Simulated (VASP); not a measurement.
Set up this calculation in VASP 6.6.1, as the native input.

- Task: single point
- Functional: r2SCAN
- Potentials or basis: VASP PAW PBE potentials, release 64 (O, Sr_sv, Se)
- Cutoff: 520 eV
- k mesh: 6 × 6 × 4
- Occupations: gaussian, width 0.01 eV
- Spin: no spin polarisation
- Dipole correction: no
- Further INCAR settings: ALGO = Normal; EDIFF = 1e-06; NBANDS = 24

Crystal: Sr2SeO.

```
O Sr Se
1.0
     4.17250    0.00000    0.00000
     0.00000    4.17250    0.00000
     0.00000    0.00000    5.90868
O Sr Se
1 2 1
Direct
  0.00000 0.00000 0.00000
  0.00000 0.00000 0.50000
  0.50000 0.50000 0.00000
  0.50000 0.50000 0.50000
```

This cell differs from its parent crystal: volume changed by +3%.

The input as run:

POSCAR

```
Sr2SeO
1.0
    4.1725026423      0.0000000000      0.0000000000
    0.0000000000      4.1725026423      0.0000000000
    0.0000000000      0.0000000000      5.9086754230
O Sr Se
1 2 1
Direct
    0.0000000000      0.0000000000      0.0000000000
    0.0000000000      0.0000000000      0.5000000000
    0.5000000000      0.5000000000      0.0000000000
    0.5000000000      0.5000000000      0.5000000000
```

INCAR.step1

```
SYSTEM = Sr2SeO
  PREC = Accurate
  ENCUT = 520
  ISMEAR = 0
  SIGMA = 0.01
  LREAL = .False.
  LASPH = .True.
  NELM = 80
  NBANDS = 24
  GGA = PE
  ALGO = Normal
  EDIFF = 1E-4
  LWAVE = .True.
  LCHARG = .False.
```

INCAR.step2

```
SYSTEM = Sr2SeO
  PREC = Accurate
  ENCUT = 520
  EDIFF = 1E-6
  ISMEAR = 0
  SIGMA = 0.01
  LREAL = .False.
  LASPH = .True.
  NELM = 80
  ALGO = Normal
  ISIF = 2
  LWAVE = .False.
  LCHARG = .True.
  METAGGA = R2SCAN
  LMIXTAU = .True.
  LELF = .True.
  LVHAR = .True.
  NBANDS = 24
  ISTART = 1
```

KPOINTS

```
Automatic mesh
0
Gamma
  6 6 4
  0 0 0
```

Potentials or basis: VASP PAW PBE potentials, release 64 (O, Sr_sv, Se).

Run with:

```sh
$ cat potpaw_PBE.64/O/POTCAR potpaw_PBE.64/Sr_sv/POTCAR potpaw_PBE.64/Se/POTCAR > POTCAR
$ cp INCAR.step1 INCAR
$ mpirun -np 1 vasp_std > vasp.out
$ cp INCAR.step2 INCAR
$ mpirun -np 1 vasp_std > vasp.out
```

It gave:

* Pressure: -1.4 GPa
* Band gap on the k mesh: 2.41 eV, direct

Caveat: the PAW data sets were made with another functional, which shifts forces and pressure a little.

Wall time 2.9 min on 1 thread of Intel(R) Xeon(R) Platinum 8488C (Sapphire Rapids), with other jobs on the host, peak memory 0.27 GiB.
